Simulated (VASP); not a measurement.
# Pt (Im-3m) in VASP: a series of runs

The runs below take Pt through single point, with PBEsol.

All numbers are computed with VASP 6.6.1; they aren't measurements. Logs are shortened: lines on timing, memory, paths and dates and some standing lists are left out, and cuts for length are marked.

## 1. The cell of the first run

It takes space group Im-3m (No. 229, cubic). The conventional cell has a = 3.210 Å, b = 3.210 Å, c = 3.210 Å, α = 90.00°, β = 90.00°, γ = 90.00°. Within 3.7 Å of Pt (site symmetry m-3m) lie 14 Pt at 2.78 to 3.21 Å.

## 2. Single point, PBEsol

Contents of INCAR:

```
SYSTEM = Pt
ALGO = Normal
EDIFF = 1E-7
ENCUT = 520
GGA = PS
ISIF = 2
ISMEAR = 1
LASPH = .True.
LCHARG = .False.
LREAL = .False.
LWAVE = .False.
NBANDS = 11
NELM = 100
PREC = Accurate
SIGMA = 0.05
```

Contents of KPOINTS:

```
k-points
0
Gamma
  10 10 10
  0 0 0
```

Contents of POSCAR:

```
Pt
1.0
   -1.6050673907      1.6050673907      1.6050673907
    1.6050673907     -1.6050673907      1.6050673907
    1.6050673907      1.6050673907     -1.6050673907
Pt
1
Direct
    0.0000000000      0.0000000000      0.0000000000
```

Potentials or basis: VASP PAW PBE potentials, release 64 (Pt).

Run with:

```
> cat potpaw_PBE.64/Pt/POTCAR > POTCAR
> mpirun -np 1 vasp_std > vasp.out
```

OUTCAR:

```text
SYSTEM = Pt
   EDIFF = 1E-7
   ENCUT = 520
   GGA = PS
   ISIF = 2
   ISMEAR = 1
   LASPH = .True.
   LREAL = .False.
   NELM = 100
   PREC = Accurate

 ion  position               nearest neighbor table
   1  0.000  0.000  0.000-

  LATTYP: Found a body centered cubic cell.
 ALAT       =     3.2101347814

  Lattice vectors:

 A1 = (  -1.6050673907,   1.6050673907,   1.6050673907)
 A2 = (   1.6050673907,  -1.6050673907,   1.6050673907)
 A3 = (   1.6050673907,   1.6050673907,  -1.6050673907)

Analysis of symmetry for initial positions (statically):
=====================================================================
 Subroutine PRICEL returns:
 Original cell was already a primitive cell.

 Routine SETGRP: Setting up the symmetry group for a
 body centered cubic supercell.

 Subroutine GETGRP returns: Found 48 space group operations
 (whereof 48 operations were pure point group operations)
 out of a pool of 48 trial point group operations.

The static configuration has the point symmetry O_h .

Analysis of symmetry for dynamics (positions and initial velocities):
=====================================================================
 Subroutine PRICEL returns:
 Original cell was already a primitive cell.

 Routine SETGRP: Setting up the symmetry group for a
 body centered cubic supercell.

 Subroutine GETGRP returns: Found 48 space group operations
 (whereof 48 operations were pure point group operations)
 out of a pool of 48 trial point group operations.

The dynamic configuration has the point symmetry O_h .

 Subroutine INISYM returns: Found 48 space group operations
 (whereof 48 operations are pure point group operations),
 and found     1 'primitive' translations

----------------------------------------------------------------------------------------

                                     Primitive cell

  volume of cell :      16.5402

  direct lattice vectors                    reciprocal lattice vectors
    -1.605067391  1.605067391  1.605067391     0.000000000  0.311513400  0.311513400
     1.605067391 -1.605067391  1.605067391     0.311513400  0.000000000  0.311513400
     1.605067391  1.605067391 -1.605067391     0.311513400  0.311513400  0.000000000

  length of vectors
     2.780058270  2.780058270  2.780058270     0.440546475  0.440546475  0.440546475

  position of ions in fractional coordinates (direct lattice)
     0.000000000  0.000000000  0.000000000

  ion indices of the primitive-cell ions
   primitive index   ion index
                 1           1

----------------------------------------------------------------------------------------

 KPOINTS: k-points

Automatic generation of k-mesh.
 Grid dimensions read from file:
 generate k-points for:   10   10   10

 Generating k-lattice:

  Cartesian coordinates                     Fractional coordinates (reciprocal lattice)
     0.000000000  0.031151340  0.031151340     0.100000000  0.000000000  0.000000000
     0.031151340  0.000000000  0.031151340     0.000000000  0.100000000  0.000000000
     0.031151340  0.031151340  0.000000000     0.000000000  0.000000000  0.100000000

  Length of vectors
     0.044054648  0.044054648  0.044054648

  Shift w.r.t. Gamma in fractional coordinates (k-lattice)
     0.000000000  0.000000000  0.000000000

 Subroutine IBZKPT returns following result:
 ===========================================

 Found     47 irreducible k-points:

 Following reciprocal coordinates:
            Coordinates               Weight
  0.000000  0.000000  0.000000      1.000000
  0.100000  0.000000  0.000000     12.000000
  0.200000  0.000000  0.000000     12.000000
  0.300000  0.000000  0.000000     12.000000
  0.400000  0.000000  0.000000     12.000000
  0.500000  0.000000  0.000000      6.000000
[... 16 lines left out ...]
  0.300000  0.300000  0.100000      8.000000
 -0.300000  0.300000  0.100000     24.000000
 [... further k-points ...]
   k-points           NKPTS =     47   k-points in BZ     NKDIM =     47   number of bands    NBANDS=     11
   number of dos      NEDOS =    301   number of ions     NIONS =      1
   total plane-waves  NPLWV =  13824
   dimension x,y,z NGX =    24 NGY =   24 NGZ =   24
   dimension x,y,z NGXF=    48 NGYF=   48 NGZF=   48
   ions per type =               1
   NGX,Y,Z   is equivalent  to a cutoff of  14.35, 14.35, 14.35 a.u.
   NGXF,Y,Z  is equivalent  to a cutoff of  28.70, 28.70, 28.70 a.u.
 SYSTEM =  Pt
   PREC   = accura    normal or accurate (medium, high low for compatibility)
   ISTART =      0    job   : 0-new  1-cont  2-samecut
   ICHARG =      2    charge: 1-file 2-atom 10-const
   ISPIN  =      1    spin polarized calculation?
   LNONCOLLINEAR =      F non collinear calculations
   LSORBIT =      F    spin-orbit coupling
   LASPH  =      T    aspherical Exc in radial PAW
   ENCUT  =  520.0 eV  38.22 Ry    6.18 a.u.   5.17  5.17  5.17*2*pi/ulx,y,z
   NELM   =    100;   NELMIN=  2; NELMDL= -5     # of ELM steps
   EDIFF  = 0.1E-06   stopping-criterion for ELM
   LREAL  =      F    real-space projection
   EDIFFG = 0.1E-05   stopping-criterion for IOM
   NSW    =      0    number of steps for IOM
   IBRION =     -1    ionic relax: 0-MD 1-quasi-New 2-CG
   NFREE  =      0    steps in history (QN), initial steepest desc. (CG)
   ISIF   =      2    stress and relaxation
   ISYM   =      2    0-nonsym 1-usesym 2-fastsym
   POTIM  = 0.5000    time-step for ionic-motion
   TEBEG  =    0.0;   TEEND  =   0.0 temperature during run
   PSTRESS=    0.0 pullay stress
   NELECT =      10.0000    total number of electrons
   NUPDOWN=      -1.0000    fix difference up-down
   EMIN   =  10.00;   EMAX   =-10.00  energy-range for DOS
   EFERMI =   0.00;   METHOD = LEGACY
   ISMEAR =     1;   SIGMA  =   0.05  broadening in eV -4-tet -1-fermi 0-gaus
   EFERMI_NEDOS =   21; number of points for ismear=-14 and -15
   IALGO  =     38    algorithm
   IMIX   =      4    mixing-type and parameters
     AMIX     =   0.40;   BMIX     =  1.00
     AMIX_MAG =   1.60;   BMIX_MAG =  1.00
  volume/ion in A,a.u.               =      16.54       111.62
  Fermi-wavevector in a.u.,A,eV,Ry     =   1.384294  2.615936 26.072422  1.916269
  Thomas-Fermi vector in A             =   2.508811
   LORBIT       =      0    0 simple, 1 ext, 2 COOP (PROOUT), +10 PAW based schemes
   GGA     = PS    functional components
   LHFCALC =     F    Hartree Fock is set to
   AEXX    =    0.0000 exact exchange contribution
   IVDW    =     0    specifies the selected vdW correction
   LEPSILON=     F    determine dielectric tensor
   LRPA    =     F    only Hartree local field effects (RPA)
 non-spin polarized calculation
 Methfessel and Paxton  Order N= 1 SIGMA  =   0.05
  energy-cutoff  :      520.00
  volume of cell :       16.54
 maximum number of plane-waves:       466
 NGX is ok and might be reduce to    24
   NGX = 11   NGY = 11   NGZ = 11

 number of electron      10.0000000 magnetization

 Free energy of the ion-electron system (eV)
  ---------------------------------------------------
  ext. energy  EPLUGINS =         0.00000000
  ---------------------------------------------------
  free energy    TOTEN  =        -6.76942348 eV

  energy without entropy =       -6.76976506  energy(sigma->0) =       -6.76953734

 E-fermi :   9.3721     XC(G=0): -13.0795

 val. band max:        9.3278253055   @ k =  -0.3000   0.3000   0.2000
 cond. band min:       9.4081342311   @ k =  -0.4000   0.4000   0.2000
 fundamental gap:      0.0803089256
 Fermi energy:         9.3721353356

 k-point     1 :       0.0000    0.0000    0.0000
  band No.  band energies     occupation
      1       0.1252      2.00000
      2       5.9719      2.00000
      3       5.9719      2.00000
      4       5.9719      2.00000
      5       8.3278      2.00000
      6       8.3278      2.00000
      7      26.3066      0.00000
      8      26.3066      0.00000
      9      26.3066      0.00000
     10      35.7642      0.00000
     11      35.7675      0.00000

 k-point     2 :       0.1000    0.0000    0.0000
  band No.  band energies     occupation
      1       0.5102      2.00000
      2       5.8284      2.00000
      3       5.9696      2.00000
      4       6.2741      2.00000
      5       8.1570      2.00000
      6       8.3385      2.00000
      7      26.4260      0.00000
      8      26.4582      0.00000
      9      26.8593      0.00000
     10      32.5463      0.00000
     11      32.7532      0.00000

 k-point     3 :       0.2000    0.0000    0.0000
  band No.  band energies     occupation
      1       1.5464      2.00000
      2       5.4725      2.00000
      3       5.9460      2.00000
      4       7.1328      2.00000
      5       7.9303      2.00000
      6       8.3822      2.00000
      7      25.0601      0.00000
      8      25.9017      0.00000
      9      28.3888      0.00000
     10      30.9239      0.00000
     11      31.5005      0.00000

 k-point     4 :       0.3000    0.0000    0.0000
  band No.  band energies     occupation
      1       2.6736      2.00000
      2       5.0659      2.00000
      3       6.3222      2.00000
      4       7.9908      2.00000
      5       8.3763      2.00000
      6       8.4694      2.00000
      7      21.2063      0.00000
      8      24.2928      0.00000
      9      28.3643      0.00000
     10      30.5253      0.00000
     11      31.6345      0.00000

 k-point     5 :       0.4000    0.0000    0.0000
  band No.  band energies     occupation
      1       3.0536      2.00000
      2       4.7596      2.00000
      3       7.7651      2.00000
      4       8.3905      2.00000
      5       8.5698      2.00000
      6       9.6169     -0.00000
      7      17.2636      0.00000
      8      22.9368      0.00000
      9      25.6976      0.00000
     10      32.5405      0.00000
     11      32.5955      0.00000
[... 211 lines left out ...]
 k-point    21 :       0.3000    0.2000    0.1000
  band No.  band energies     occupation
      1       4.2680      2.00000
      2       4.9069      2.00000
      3       6.1947      2.00000
      4       8.4400      2.00000
      5       8.6515      2.00000
      6      13.6192      0.00000
      7      15.6042      0.00000
      8      19.6956      0.00000
      9      22.2725      0.00000
     10      32.4116      0.00000
     11      34.2766      0.00000

 k-point    22 :      -0.2000    0.2000    0.1000
  band No.  band energies     occupation
      1       1.9077      2.00000
      2       5.7485      2.00000
      3       6.0138      2.00000
      4       7.0511      2.00000
      5       7.3395      2.00000
      6       8.6785      2.00000
      7      25.1725      0.00000
      8      26.0047      0.00000
      9      28.2178      0.00000
     10      29.3570      0.00000
     11      31.8820      0.00000

 k-point    23 :       0.3000    0.3000    0.1000
  band No.  band energies     occupation
      1       4.3722      2.00000
      2       5.5960      2.00000
      3       5.5960      2.00000
      4       8.5951      2.00000
      5       8.5951      2.00000
      6      14.0799      0.00000
      7      16.9703      0.00000
      8      16.9703      0.00000
      9      22.2479      0.00000
     10      33.3343      0.00000
     11      33.3343      0.00000

 k-point    24 :      -0.3000    0.3000    0.1000
  band No.  band energies     occupation
      1       3.0224      2.00000
      2       5.3688      2.00000
      3       6.0835      2.00000
      4       7.5416      2.00000
      5       8.3002      2.00000
      6       8.8350      2.00000
      7      21.3379      0.00000
      8      24.6857      0.00000
      9      27.1113      0.00000
     10      30.7172      0.00000
     11      31.9146      0.00000

 [... further k-points ...]

------------------------ aborting loop because EDIFF is reached ----------------------------------------

  FORCE on cell =-STRESS in cart. coord.  units (eV):
  Direction    XX          YY          ZZ          XY          YZ          ZX
  --------------------------------------------------------------------------------------
  -------------------------------------------------------------------------------------
  Total       -1.9515164     -1.9515164     -1.9515164      0.0000000     -0.0000000      0.0000000
  in kB     -189.0353340   -189.0353340   -189.0353340      0.0000000     -0.0000000      0.0000000
  external PRESSURE =    -189.0353340 kB  Pullay stress =       0.0000000 kB

 VOLUME and BASIS-vectors are now :
 -----------------------------------------------------------------------------
  energy-cutoff  :      520.00
  volume of cell :       16.54
      direct lattice vectors                 reciprocal lattice vectors
    -1.605067391  1.605067391  1.605067391     0.000000000  0.311513400  0.311513400
     1.605067391 -1.605067391  1.605067391     0.311513400  0.000000000  0.311513400
     1.605067391  1.605067391 -1.605067391     0.311513400  0.311513400  0.000000000

 POSITION                                       TOTAL-FORCE (eV/Angst)
 -----------------------------------------------------------------------------------
      0.00000      0.00000      0.00000        -0.000000     -0.000000     -0.000000
 -----------------------------------------------------------------------------------
    total drift:                               -0.000000      0.000000     -0.000000

  FREE ENERGIE OF THE ION-ELECTRON SYSTEM (eV)
  ---------------------------------------------------
  free  energy   TOTEN  =        -6.7694234753 eV

  energy  without entropy=       -6.7697650576  energy(sigma->0) =       -6.76953734
```

Run time: 8.5 s. Hardware: 1 thread of Intel Xeon Platinum 8488C (Sapphire Rapids), shared host; peak memory 0.14 GiB.

What came out:

```
Free energy            : -6.7694 eV
Pressure               : -18.9 GPa
Band gap on the k mesh : zero (band 5 reaches 10.13 eV, above the bottom of band 6 at 8.21 eV)
```

Levels at points of the mesh, in eV from the Fermi level:
```tsv
k point	band 2	band 3	band 4	band 5	band 6	band 7	band 8	band 9
(0.00, 0.00, 0.00)	-3.40	-3.40	-3.40	-1.04	-1.04	16.93	16.93	16.93
(0.50, 0.00, 0.00)	-4.72	-1.23	-0.76	0.20	0.81	5.74	13.07	15.27
(0.50, 0.50, 0.50)	-5.78	0.33	0.33	0.33	7.36	7.36	7.36	11.91
```

Caveat: the PAW data sets were made with another functional, which shifts forces and pressure a little; spin-orbit coupling is left out, which moves the levels of the heavy elements.

## 3. Single point, PBEsol

This run uses another cell than the first one, of 17.02 Å³/atom, 1.029 times its volume.

Contents of INCAR:

```
PREC = Accurate ; ENCUT = 520
EDIFF = 1E-7 ; ISMEAR = 1
SIGMA = 0.05 ; LREAL = False
LASPH = True ; NELM = 60
ALGO = Normal ; ISIF = 2
LWAVE = False ; LCHARG = True
GGA = PS ; LELF = True
LVHAR = True ; NBANDS = 11
```

Contents of KPOINTS:

```
regular mesh
0
Gamma
  10 10 10
```

Contents of POSCAR:

```
Pt
1.0
   -1.6203546669      1.6203546669      1.6203546669
    1.6203546669     -1.6203546669      1.6203546669
    1.6203546669      1.6203546669     -1.6203546669
Pt
1
Direct
    0.0000000000      0.0000000000      0.0000000000
```

Potentials or basis: VASP PAW PBE potentials, release 64 (Pt).

Run with:

```
> cat potpaw_PBE.64/Pt/POTCAR > POTCAR
> mpirun -np 1 vasp_std > vasp.out
```

It took 11 s on 1 thread of Intel Xeon Platinum 8488C (Sapphire Rapids), shared host; peak memory 0.14 GiB.

It converged, with:

| Item | Value |
| --- | --- |
| Free energy | -6.7067 eV |
| Pressure | -23.3 GPa |
| Band gap on the k mesh | zero (band 5 reaches 9.60 eV, above the bottom of band 6 at 7.78 eV) |

Levels at points of the mesh, in eV from the Fermi level:
```csv
k point,band 3,band 4,band 5,band 6,band 7,band 8
"(0.00, 0.00, 0.00)",-3.25,-3.25,-0.99,-0.99,16.93,16.93
"(0.50, 0.00, 0.00)",-1.18,-0.73,0.30,0.76,5.52,13.05
"(0.50, 0.50, 0.50)",0.30,0.30,0.30,7.30,7.30,7.30
```

Caveat: the PAW data sets were made with another functional, which shifts forces and pressure a little; spin-orbit coupling is left out, which moves the levels of the heavy elements.
